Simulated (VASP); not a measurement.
# B2Pt2Cl (I4/mmm) in VASP: a series of runs

The runs below take B2Pt2Cl through single point, relaxation of cell and atoms, with PBE.

Program: VASP 6.6.1. These are calculated values, not measurements. Logs are shortened: lines on timing, memory, paths and dates and some standing lists are left out, and cuts for length are marked.

### Step 1. The cell of the first run

The structure is tetragonal, space group I4/mmm (No. 139). The conventional cell has a = 3.279 Å, b = 3.279 Å, c = 13.434 Å, α = 90.00°, β = 90.00°, γ = 90.00°. B (site symmetry -4m2) has 4 Pt at 2.11 Å and 4 B at 2.32 Å within 2.8 Å. Pt (site symmetry 4mm) has 4 B at 2.11 Å within 2.8 Å. Cl (site symmetry 4/mmm) has 8 Pt at 3.09 Å and 4 Cl at 3.28 Å and 8 B at 3.74 Å within 4.1 Å.

The cell was built from a structure type or drawn by symmetry, and may not be a known phase.

### Step 2. Single point, PBE

The input, INCAR:

```
ALGO = Normal ; EDIFF = 1E-6
ENCUT = 520 ; GGA = PE
ISIF = 2 ; ISMEAR = 0
LASPH = T ; LCHARG = F
LREAL = F ; LWAVE = F
NBANDS = 24 ; NELM = 80
PREC = Accurate ; SIGMA = 0.1
```

The input, KPOINTS:

```
k-points
0
Gamma
  6 6 6
```

The input, POSCAR:

```
B2Pt2Cl
1.0
   -1.6396533588      1.6396533588      6.7171847430
    1.6396533588     -1.6396533588      6.7171847430
    1.6396533588      1.6396533588     -6.7171847430
B Pt Cl
2 2 1
Direct
    0.7500000000      0.2500000000      0.5000000000
    0.2500000000      0.7500000000      0.5000000000
    0.3482822261      0.3482822261      0.0000000000
    0.6517177739      0.6517177739      0.0000000000
    0.0000000000      0.0000000000      0.0000000000
```

Potentials or basis: VASP PAW PBE potentials, release 64 (B, Pt, Cl).

Command:

```console
$ cat potpaw_PBE.64/B/POTCAR potpaw_PBE.64/Pt/POTCAR potpaw_PBE.64/Cl/POTCAR > POTCAR
$ mpirun -np 1 vasp_std > vasp.out
```

OUTCAR:

```text
EDIFF = 1E-6
   ENCUT = 520
   GGA = PE
   ISIF = 2
   ISMEAR = 0
   LASPH = T
   LREAL = F
   NELM = 80
   PREC = Accurate

 ion  position               nearest neighbor table
   1  0.750  0.250  0.500-   3 2.11   4 2.11   3 2.11   4 2.11
   2  0.250  0.750  0.500-   3 2.11   4 2.11   3 2.11   4 2.11
   3  0.348  0.348  0.000-   1 2.11   2 2.11   2 2.11   1 2.11
   4  0.652  0.652  0.000-   2 2.11   1 2.11   1 2.11   2 2.11
   5  0.000  0.000  0.000-

  LATTYP: Found a body centered tetragonal cell.
 ALAT       =     3.2793067176
 C/A-ratio  =     4.0967102631

  Lattice vectors:

 A1 = (  -1.6396533588,   1.6396533588,   6.7171847430)
 A2 = (   1.6396533588,  -1.6396533588,   6.7171847430)
 A3 = (   1.6396533588,   1.6396533588,  -6.7171847430)

Analysis of symmetry for initial positions (statically):
=====================================================================
 Subroutine PRICEL returns:
 Original cell was already a primitive cell.

 Routine SETGRP: Setting up the symmetry group for a
 body centered tetragonal supercell.

 Subroutine GETGRP returns: Found 16 space group operations
 (whereof 16 operations were pure point group operations)
 out of a pool of 16 trial point group operations.

The static configuration has the point symmetry D_4h.

Analysis of symmetry for dynamics (positions and initial velocities):
=====================================================================
 Subroutine PRICEL returns:
 Original cell was already a primitive cell.

 Routine SETGRP: Setting up the symmetry group for a
 body centered tetragonal supercell.

 Subroutine GETGRP returns: Found 16 space group operations
 (whereof 16 operations were pure point group operations)
 out of a pool of 16 trial point group operations.

The dynamic configuration has the point symmetry D_4h.

 Subroutine INISYM returns: Found 16 space group operations
 (whereof 16 operations are pure point group operations),
 and found     1 'primitive' translations

----------------------------------------------------------------------------------------

                                     Primitive cell

  volume of cell :      72.2356

  direct lattice vectors                    reciprocal lattice vectors
    -1.639653359  1.639653359  6.717184743     0.000000000  0.304942503  0.074435946
     1.639653359 -1.639653359  6.717184743     0.304942503  0.000000000  0.074435946
     1.639653359  1.639653359 -6.717184743     0.304942503  0.304942503  0.000000000

  length of vectors
     7.106159099  7.106159099  7.106159099     0.313895907  0.313895907  0.431253824

  position of ions in fractional coordinates (direct lattice)
     0.750000000  0.250000000  0.500000000
     0.250000000  0.750000000  0.500000000
     0.348282226  0.348282226  0.000000000
     0.651717774  0.651717774  0.000000000
     0.000000000  0.000000000  0.000000000

  ion indices of the primitive-cell ions
   primitive index   ion index
                 1           1
                 2           2
                 3           3
                 4           4
                 5           5

----------------------------------------------------------------------------------------

 KPOINTS: k-points

Automatic generation of k-mesh.
 Grid dimensions read from file:
 generate k-points for:    6    6    6

 Generating k-lattice:

  Cartesian coordinates                     Fractional coordinates (reciprocal lattice)
     0.000000000  0.050823751  0.012405991     0.166666667 -0.000000000  0.000000000
     0.050823751  0.000000000  0.012405991    -0.000000000  0.166666667  0.000000000
     0.050823751  0.050823751  0.000000000     0.000000000  0.000000000  0.166666667

  Length of vectors
     0.052315985  0.052315985  0.071875637

  Shift w.r.t. Gamma in fractional coordinates (k-lattice)
     0.000000000  0.000000000  0.000000000

 Subroutine IBZKPT returns following result:
 ===========================================

 Found     30 irreducible k-points:

 Following reciprocal coordinates:
            Coordinates               Weight
  0.000000  0.000000  0.000000      1.000000
  0.166667 -0.000000  0.000000      8.000000
  0.333333  0.000000 -0.000000      8.000000
  0.500000  0.000000 -0.000000      4.000000
  0.166667  0.166667  0.000000      8.000000
  0.333333  0.166667 -0.000000     16.000000
[... 16 lines left out ...]
 -0.333333 -0.333333  0.166667      8.000000
 -0.166667 -0.333333  0.166667      8.000000
 [... further k-points ...]
   k-points           NKPTS =     30   k-points in BZ     NKDIM =     30   number of bands    NBANDS=     24
   number of dos      NEDOS =    301   number of ions     NIONS =      5
   total plane-waves  NPLWV = 157464
   dimension x,y,z NGX =    54 NGY =   54 NGZ =   54
   dimension x,y,z NGXF=   108 NGYF=  108 NGZF=  108
   ions per type =               2   2   1
   NGX,Y,Z   is equivalent  to a cutoff of  12.63, 12.63, 12.63 a.u.
   NGXF,Y,Z  is equivalent  to a cutoff of  25.27, 25.27, 25.27 a.u.
 SYSTEM =  unknown system
   PREC   = accura    normal or accurate (medium, high low for compatibility)
   ISTART =      0    job   : 0-new  1-cont  2-samecut
   ICHARG =      2    charge: 1-file 2-atom 10-const
   ISPIN  =      1    spin polarized calculation?
   LNONCOLLINEAR =      F non collinear calculations
   LSORBIT =      F    spin-orbit coupling
   LASPH  =      T    aspherical Exc in radial PAW
   ENCUT  =  520.0 eV  38.22 Ry    6.18 a.u.  13.21 13.21 13.21*2*pi/ulx,y,z
   NELM   =     80;   NELMIN=  2; NELMDL= -5     # of ELM steps
   EDIFF  = 0.1E-05   stopping-criterion for ELM
   LREAL  =      F    real-space projection
   EDIFFG = 0.1E-04   stopping-criterion for IOM
   NSW    =      0    number of steps for IOM
   IBRION =     -1    ionic relax: 0-MD 1-quasi-New 2-CG
   NFREE  =      0    steps in history (QN), initial steepest desc. (CG)
   ISIF   =      2    stress and relaxation
   ISYM   =      2    0-nonsym 1-usesym 2-fastsym
   POTIM  = 0.5000    time-step for ionic-motion
   TEBEG  =    0.0;   TEEND  =   0.0 temperature during run
   PSTRESS=    0.0 pullay stress
   NELECT =      33.0000    total number of electrons
   NUPDOWN=      -1.0000    fix difference up-down
   EMIN   =  10.00;   EMAX   =-10.00  energy-range for DOS
   EFERMI =   0.00;   METHOD = LEGACY
   ISMEAR =     0;   SIGMA  =   0.10  broadening in eV -4-tet -1-fermi 0-gaus
   EFERMI_NEDOS =   21; number of points for ismear=-14 and -15
   IALGO  =     38    algorithm
   IMIX   =      4    mixing-type and parameters
     AMIX     =   0.40;   BMIX     =  1.00
     AMIX_MAG =   1.60;   BMIX_MAG =  1.00
  volume/ion in A,a.u.               =      14.45        97.49
  Fermi-wavevector in a.u.,A,eV,Ry     =   1.260847  2.382655 21.629656  1.589735
  Thomas-Fermi vector in A             =   2.394336
   LORBIT       =      0    0 simple, 1 ext, 2 COOP (PROOUT), +10 PAW based schemes
   GGA     = PE    functional components
   LHFCALC =     F    Hartree Fock is set to
   AEXX    =    0.0000 exact exchange contribution
   IVDW    =     0    specifies the selected vdW correction
   LEPSILON=     F    determine dielectric tensor
   LRPA    =     F    only Hartree local field effects (RPA)
 non-spin polarized calculation
 Gauss-broadening in eV      SIGMA  =   0.10
  energy-cutoff  :      520.00
  volume of cell :       72.24
 maximum number of plane-waves:      1978
 NGX is ok and might be reduce to    54
   NGX = 27   NGY = 27   NGZ = 27

 number of electron      33.0000000 magnetization

 Free energy of the ion-electron system (eV)
  ---------------------------------------------------
  ext. energy  EPLUGINS =         0.00000000
  ---------------------------------------------------
  free energy    TOTEN  =       -27.75355951 eV

  energy without entropy =      -27.74162683  energy(sigma->0) =      -27.74759317

 E-fermi :   7.6613     XC(G=0): -11.3177

 val. band max:        7.6538509541   @ k =   0.3333   0.1667   0.1667
 cond. band min:       7.6621432699   @ k =   0.5000   0.5000  -0.0000
 fundamental gap:      0.0082923157
 Fermi energy:         7.6612730670

 k-point     1 :       0.0000    0.0000    0.0000
  band No.  band energies     occupation
      1      -8.7461      2.00000
      2      -4.9056      2.00000
      3      -0.7328      2.00000
      4       0.4449      2.00000
      5       0.7873      2.00000
      6       0.7873      2.00000
[... 16 lines left out ...]
     23      14.7412      0.00000
     24      14.7412      0.00000

 k-point     2 :       0.1667   -0.0000    0.0000
  band No.  band energies     occupation
      1      -8.6107      2.00000
      2      -4.6592      2.00000
      3      -0.3717      2.00000
      4      -0.2599      2.00000
      5       0.9403      2.00000
      6       1.2450      2.00000
[... 16 lines left out ...]
     23      14.1481      0.00000
     24      14.1608      0.00000

 k-point     3 :       0.3333    0.0000   -0.0000
  band No.  band energies     occupation
      1      -8.3240      2.00000
      2      -3.9352      2.00000
      3      -1.5383      2.00000
      4       0.5637      2.00000
      5       1.2699      2.00000
      6       1.3644      2.00000
[... 16 lines left out ...]
     23      12.7694      0.00000
     24      13.3675      0.00000

 k-point     4 :       0.5000    0.0000   -0.0000
  band No.  band energies     occupation
      1      -8.1714      2.00000
      2      -2.8439      2.00000
      3      -2.7929      2.00000
      4       0.7922      2.00000
      5       1.1640      2.00000
      6       1.7753      2.00000
[... 16 lines left out ...]
     23      12.7322      0.00000
     24      13.0979      0.00000

 k-point     5 :       0.1667    0.1667    0.0000
  band No.  band energies     occupation
      1      -8.4811      2.00000
      2      -4.4112      2.00000
      3      -0.4073      2.00000
      4       0.1128      2.00000
      5       0.5462      2.00000
      6       1.4921      2.00000
[... 451 lines left out ...]
 k-point    22 :      -0.1667    0.5000    0.1667
  band No.  band energies     occupation
      1      -8.3211      2.00000
      2      -3.9448      2.00000
      3      -1.5377      2.00000
      4       0.5598      2.00000
      5       1.2988      2.00000
      6       1.3541      2.00000
[... 16 lines left out ...]
     23      12.8389      0.00000
     24      13.4806      0.00000

 k-point    23 :      -0.3333   -0.3333    0.1667
  band No.  band energies     occupation
      1      -8.4727      2.00000
      2      -4.4624      2.00000
      3      -0.4116      2.00000
      4       0.1838      2.00000
      5       0.8271      2.00000
      6       1.5107      2.00000
[... 16 lines left out ...]
     23      12.9922      0.00000
     24      14.8419      0.00000

 k-point    24 :      -0.1667   -0.3333    0.1667
  band No.  band energies     occupation
      1      -8.6008      2.00000
      2      -4.7207      2.00000
      3      -0.3350      2.00000
      4      -0.0618      2.00000
      5       0.9239      2.00000
      6       1.2432      2.00000
[... 16 lines left out ...]
     23      14.1339      0.00000
     24      14.2024      0.00000

 [... further k-points ...]
[... 5 lines left out ...]
  --------------------------------------------------------------------------------------
  -------------------------------------------------------------------------------------
  Total        0.0091859      0.0091859      0.0525645      0.0000000      0.0000000      0.0000000
  in kB        0.2037423      0.2037423      1.1658749      0.0000000      0.0000000      0.0000000
  external PRESSURE =       0.5244532 kB  Pullay stress =       0.0000000 kB

 VOLUME and BASIS-vectors are now :
 -----------------------------------------------------------------------------
  energy-cutoff  :      520.00
  volume of cell :       72.24
      direct lattice vectors                 reciprocal lattice vectors
    -1.639653359  1.639653359  6.717184743     0.000000000  0.304942503  0.074435946
     1.639653359 -1.639653359  6.717184743     0.304942503  0.000000000  0.074435946
     1.639653359  1.639653359 -6.717184743     0.304942503  0.304942503  0.000000000

 POSITION                                       TOTAL-FORCE (eV/Angst)
 -----------------------------------------------------------------------------------
      0.00000      1.63965      3.35859        -0.000000     -0.000000     -0.000000
      1.63965      0.00000      3.35859        -0.000000     -0.000000     -0.000000
      0.00000      0.00000      4.67895         0.000000      0.000000      0.038033
      0.00000      0.00000      8.75542         0.000000      0.000000     -0.038033
      0.00000      0.00000      0.00000        -0.000000     -0.000000     -0.000000
 -----------------------------------------------------------------------------------
    total drift:                                0.000000      0.000000     -0.000000

  FREE ENERGIE OF THE ION-ELECTRON SYSTEM (eV)
  ---------------------------------------------------
  free  energy   TOTEN  =       -27.7535595072 eV

  energy  without entropy=      -27.7416268281  energy(sigma->0) =      -27.74759317
```

Run time: 3.5 min. Hardware: 1 thread of Intel Xeon Platinum 8375C at 2.90GHz (Ice Lake), shared host; peak memory 0.4 GiB.

What came out:

| Property | Result |
| --- | --- |
| Free energy | -27.7536 eV |
| Pressure | 0.1 GPa |
| Largest force | 0.038 eV/Å |
| Band gap on the k mesh | zero (an odd number of electrons rules out a gap without spin polarisation) |

Forces on the atoms (eV/Å):
```
B    0.000  0.000  0.000
B    0.000  0.000  0.000
Pt   0.000  0.000  0.038
Pt   0.000  0.000 -0.038
Cl   0.000  0.000  0.000
```

Stress tensor (GPa, compression positive):
```
0.02 0.00 0.00
0.00 0.02 0.00
0.00 0.00 0.12
```

Levels at points of the mesh, in eV from the Fermi level:
```
           k point  band 12  band 13  band 14  band 15  band 16  band 17  band 18  band 19  band 20  band 21
(0.00, 0.00, 0.00)    -3.40    -3.08    -2.38    -2.38    -2.10     0.33     1.65     1.65     3.96     6.48
(0.50, 0.00, 0.00)    -3.74    -3.33    -2.68    -2.57    -2.13    -1.13     0.56     2.73     3.70     3.89
(0.50, 0.50, 0.00)    -3.18    -3.18    -2.65    -1.95    -1.58    -1.54    -0.61     0.00     0.65     1.61
(0.50, 0.50, 0.50)    -3.50    -3.39    -3.09    -2.92    -2.92     2.12     2.12     3.41     3.80     3.97
```

Caveat: spin-orbit coupling is left out, which moves the levels of the heavy elements; an odd number of electrons without spin polarisation forces a metal; a magnetic or distorted state may lie lower.

### Step 3. Single point, PBE

This run uses another cell than the first one, of 15.07 Å³/atom.

The input, INCAR:

```
PREC = Accurate
ENCUT = 520
EDIFF = 1E-7
ISMEAR = 0
SIGMA = 0.1
LREAL = False
LASPH = True
NELM = 80
ALGO = Normal
ISIF = 2
LWAVE = False
LCHARG = False
GGA = PE
NBANDS = 24
```

The input, KPOINTS:

```
regular mesh
0
Gamma
  6 6 6
```

The input, POSCAR:

```
B2Pt2Cl
1.0
   -1.9845740400      1.9845740400      4.7814161400
    1.9845740400     -1.9845740400      4.7814161400
    1.9845740400      1.9845740400     -4.7814161400
B Pt Cl
2 2 1
Direct
    0.7500000000      0.2500000000      0.5000000000
    0.2500000000      0.7500000000      0.5000000000
    0.3750000000      0.3750000000      0.0000000000
    0.6250000000      0.6250000000      0.0000000000
    0.0000000000      0.0000000000      0.0000000000
```

Potentials or basis: VASP PAW PBE potentials, release 64 (B, Pt, Cl).

Command:

```console
$ cat potpaw_PBE.64/B/POTCAR potpaw_PBE.64/Pt/POTCAR potpaw_PBE.64/Cl/POTCAR > POTCAR
$ mpirun -np 1 vasp_std > vasp.out
```

Wall time 85 s (1 thread of Intel Xeon Platinum 8375C at 2.90GHz (Ice Lake), shared host); peak memory 0.28 GiB.

The run converged. Its results:

```yaml
Free_energy: -24.2609 eV
Pressure: -8.5 GPa
Largest_force: 5.294 eV/Å
Band_gap_on_the_k_mesh: zero (an odd number of electrons rules out a gap without spin polarisation)
```

Forces on the atoms (eV/Å):
```
B    0.000  0.000  0.000
B    0.000  0.000  0.000
Pt   0.000  0.000 -5.294
Pt   0.000  0.000  5.294
Cl   0.000  0.000  0.000
```

Stress tensor (GPa, compression positive):
```
-19.71   0.00   0.00
  0.00 -19.71   0.00
  0.00   0.00  13.81
```

Levels at points of the mesh, in eV from the Fermi level:
```tsv
k point	band 14	band 15	band 16	band 17	band 18	band 19	band 20	band 21
(0.00, 0.00, 0.00)	-2.40	-1.09	0.25	0.90	2.08	2.16	2.16	3.96
(0.50, 0.00, 0.00)	-2.45	-1.16	-1.15	-0.04	1.06	1.67	3.49	3.54
(0.50, 0.50, 0.00)	-2.19	-1.37	-1.24	-0.16	-0.13	0.21	1.01	1.78
(0.50, 0.50, 0.50)	-2.38	-2.38	-1.34	1.36	1.36	1.71	4.87	4.92
```

Caveat: the cell stands under tension; spin-orbit coupling is left out, which moves the levels of the heavy elements; an odd number of electrons without spin polarisation forces a metal; a magnetic or distorted state may lie lower.

(Part 1 of 2 ends here.)
